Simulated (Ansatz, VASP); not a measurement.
# NbSb: VASP beside Ansatz

```xyz
4
Lattice="3.1430 0.0000 0.0000 -1.5715 2.7219 0.0000 0.0000 0.0000 36.8600" Properties=species:S:1:pos:R:3 pbc="T T T"
Nb    0.0000    1.8146    9.2973
Nb    1.5715    0.9073   11.7027
Sb    1.5715    0.9073    6.9328
Sb    0.0000    1.8146   14.0672
```

Alike in both runs: task single point; functional PBE; k mesh 18 × 18 × 1; occupations gaussian, width 0.1 eV; no spin polarisation.

|  | VASP | Ansatz |
| --- | --- | --- |
| version | VASP 6.6.1 | Ansatz 0.2.0 |
| potentials or method | VASP PAW PBE potentials, release 64 (Nb_sv, Sb), cutoff 520 eV | scalar-relativistic, plane waves, PAW |
| valence electrons in the cell | 36 | 56 |

```tsv
	VASP	Ansatz	Ansatz less VASP
gap on the k mesh at the Fermi level (eV)	none	none	-
rms of the force components (eV/Å)	0.006	0.001	-0.0055
```

Atom by atom the forces differ by 0.006 eV/Å (rms over components). A gap of «none» marks a metal or a gap that the smearing closes. With one functional, cell and mesh, what is left measures potentials, basis and numerics. VASP's potentials hold 36 valence electrons a cell and Ansatz's 56, so a difference there can come from the potentials and not from the codes. Ansatz's warnings: slab cell height set, xc potential rough in thin density.

Neither program's run includes spin-orbit coupling.
